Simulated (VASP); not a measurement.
Set up this calculation in VASP 6.6.1, as the native input.

```
Task                   : single point
Functional             : r2SCAN
Potentials or basis    : VASP PAW PBE potentials, release 64 (C)
Cutoff                 : 520 eV
k mesh                 : 12 × 12 × 4
Occupations            : gaussian, width 0.05 eV
Spin                   : no spin polarisation
Dipole correction      : no
Further INCAR settings : ALGO = Normal; EDIFF = 1e-07; NBANDS = 26
```

The system is C.

```
C
1.0
     2.57259    0.00000    0.00000
    -1.28629    2.22792    0.00000
     0.00000    0.00000    7.86631
C
8
Direct
  0.00000 0.00000 0.09293
  0.00000 0.00000 0.59293
  0.00000 0.00000 0.40707
  0.00000 0.00000 0.90707
  0.33333 0.66667 0.15550
  0.66667 0.33333 0.65550
  0.33333 0.66667 0.34450
  0.66667 0.33333 0.84450
```

This cell differs from its parent crystal: strain +0.025 along x and y, -0.050 along z.

The input as run:

POSCAR

```
C
1.0
    2.5725856773      0.0000000000      0.0000000000
   -1.2862928387      2.2279245500      0.0000000000
    0.0000000000      0.0000000000      7.8663083936
C
8
Direct
    0.0000000000      0.0000000000      0.0929334757
    0.0000000000      0.0000000000      0.5929334757
    0.0000000000      0.0000000000      0.4070665243
    0.0000000000      0.0000000000      0.9070665243
    0.3333333333      0.6666666667      0.1554962089
    0.6666666667      0.3333333333      0.6554962089
    0.3333333333      0.6666666667      0.3445037911
    0.6666666667      0.3333333333      0.8445037911
```

INCAR.step1

```
SYSTEM = C
  PREC = Accurate
  ENCUT = 520
  ISMEAR = 0
  SIGMA = 0.05
  LREAL = .FALSE.
  LASPH = .TRUE.
  NELM = 100
  NBANDS = 26
  GGA = PE
  ALGO = Normal
  EDIFF = 1E-4
  LWAVE = .TRUE.
  LCHARG = .FALSE.
```

INCAR.step2

```
SYSTEM = C
  PREC = Accurate
  ENCUT = 520
  EDIFF = 1E-7
  ISMEAR = 0
  SIGMA = 0.05
  LREAL = .FALSE.
  LASPH = .TRUE.
  NELM = 100
  ALGO = Normal
  ISIF = 2
  LWAVE = .FALSE.
  LCHARG = .TRUE.
  METAGGA = R2SCAN
  LMIXTAU = .TRUE.
  LELF = .TRUE.
  LVHAR = .TRUE.
  NBANDS = 26
  ISTART = 1
```

KPOINTS

```
regular mesh
0
G
  12 12 4
  0 0 0
```

Potentials or basis: VASP PAW PBE potentials, release 64 (C).

Launch:

```bash
$ cat potpaw_PBE.64/C/POTCAR > POTCAR
$ cp INCAR.step1 INCAR
$ mpirun -np 1 vasp_std > vasp.out
$ cp INCAR.step2 INCAR
$ mpirun -np 1 vasp_std > vasp.out
```

Results of the run:

```json
{
 "Pressure": "5.8 GPa",
 "Largest force": "0.557 eV/Å",
 "Band gap on the k mesh": "3.69 eV, indirect (least direct gap 4.59 eV)"
}
```

Caveat: the cell differs from its parent crystal (strain +0.025 along x and y, -0.050 along z); the PAW data sets were made with another functional, which shifts forces and pressure a little.

Run time: 4 min on 1 thread of AMD EPYC 7R13 Processor (Zen 3), on a shared host, peak memory 0.16 GiB.
